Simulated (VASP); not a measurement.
LiSb2:

```
Li Sb
1.0
     0.00000    2.76432    4.72298
     0.00000   -2.76432    4.72298
     4.87136    2.76432    0.00000
Li Sb
2 4
Direct
  0.00000 0.00000 0.00000
  0.25000 0.25000 0.50000
  0.66700 0.33300 0.66600
  0.33300 0.66700 0.33400
  0.58300 0.91700 0.83400
  0.91700 0.58300 0.16600
```

- Program: VASP 6.6.1
- Task: relaxation of cell and atoms
- Functional: PBE
- Potentials or basis: VASP PAW PBE potentials, release 64 (Li_sv, Sb)
- Cutoff: 600 eV
- k mesh: 4 × 4 × 4
- Occupations: gaussian, width 0.1229 eV
- Spin: no spin polarisation

At the start: pressure 9.3 GPa; volume 21.20 Å³/atom.

How do energy, volume and symmetry change on relaxing?

Over 25 steps the energy falls by 107.5 meV/atom and the volume is 24.74 Å³/atom (+16.7 %); space group Fddd (No. 70, to 0.05 Å).

Step by step:
```csv
step,energy change (eV),largest force (eV/Å),pressure (GPa),volume (Å³)
1,0.0000,0.6089,9.30,127.20
2,-0.5807,0.2274,-0.83,151.20
3,-0.5855,0.2557,-0.14,148.69
4,-0.5855,0.2505,-0.27,149.15
5,-0.5986,0.2235,-0.22,148.76
6,-0.6262,0.1253,0.00,147.61
7,-0.6196,0.1069,0.70,145.30
8,-0.6341,0.0429,0.25,146.69
9,-0.6342,0.0323,0.28,146.58
10,-0.6368,0.0103,-0.24,148.30
11,-0.6369,0.0131,-0.18,148.09
12,-0.6400,0.0053,-0.13,147.87
13,-0.6431,0.0078,-0.05,147.50
14,-0.6434,0.0132,0.00,147.32
15,-0.6434,0.0118,-0.01,147.36
16,-0.6438,0.0067,0.07,147.24
17,-0.6439,0.0027,0.13,147.14
18,-0.6441,0.0013,0.11,147.30
19,-0.6445,0.0024,0.03,147.77
20,-0.6444,0.0102,-0.13,148.71
21,-0.6446,0.0060,-0.05,148.21
22,-0.6447,0.0059,-0.04,148.28
23,-0.6448,0.0054,-0.02,148.35
24,-0.6449,0.0051,0.01,148.49
25,-0.6449,0.0051,0.00,148.45
```

Final structure:
```cif
data_structure
_symmetry_space_group_name_H-M 'P 1'
_symmetry_Int_Tables_number 1
_cell_length_a 5.7316
_cell_length_b 5.7316
_cell_length_c 5.9349
_cell_angle_alpha 104.301
_cell_angle_beta 75.699
_cell_angle_gamma 60.761
_cell_volume 148.45
loop_
_atom_site_label
_atom_site_type_symbol
_atom_site_fract_x
_atom_site_fract_y
_atom_site_fract_z
_atom_site_occupancy
Li1 Li 0.00000 0.00000 0.00000 1
Li2 Li 0.25000 0.25000 0.50000 1
Sb1 Sb 0.68009 0.31991 0.63981 1
Sb2 Sb 0.31991 0.68009 0.36019 1
Sb3 Sb 0.56991 0.93009 0.86019 1
Sb4 Sb 0.93009 0.56991 0.13981 1
```

Caveat: the k points lie up to 0.35 Å⁻¹ apart in the final cell; the cutoff is under 1.25 times the usual one of these potentials, so pressure, stress and relaxed cells hold a basis-set (Pulay) error; the volume moved by over 15 % at a fixed basis, so the end points are rough.
